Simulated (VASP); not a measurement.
A run of VASP 6.6.1 is set up as follows.

INCAR

```
SYSTEM = Ba
  ALGO = Normal
  EDIFF = 1E-6
  ENCUT = 400
  GGA_COMPAT = .False.
  ISIF = 2
  ISMEAR = 0
  ISYM = -1
  LASPH = .True.
  LCHARG = .True.
  LELF = .True.
  LREAL = .False.
  LVHAR = .True.
  LWAVE = .False.
  NBANDS = 44
  NELM = 120
  PREC = Accurate
  SIGMA = 0.1
```

File KPOINTS:

```
explicit points
1
Reciprocal
  0.50000000   0.50000000   0.50000000 1
```

POSCAR

```
Ba
1.0
    0.0000000000      6.4653300000      6.4653300000
    6.4653300000      0.0000000000      6.4653300000
    6.4653300000      6.4653300000      0.0000000000
Ba
7
Direct
   -0.1146968523      0.1115358381      0.0225409995
    0.1452065092      0.3579889967      0.0145110922
   -0.1009631372      0.6135898709      0.5264643877
    0.6458051639     -0.1398965714      0.0113082395
    0.3818586213      0.0965135577      0.5169449974
    0.3966601086      0.6002091927      0.0224416232
    0.6461295092      0.3600591926      0.5107886991
```

Potentials or basis: VASP PAW LDA potentials, release 64 (Ba_sv).

The run is started by

```bash
$ cat potpaw_LDA.64/Ba_sv/POTCAR > POTCAR
$ mpirun -np 1 vasp_std > vasp.out
```

(1) Estimate the pressure.

(2) What does it give for the largest force?

Results:

(1) -3.2 GPa.

(2) 0.050 eV/Å.
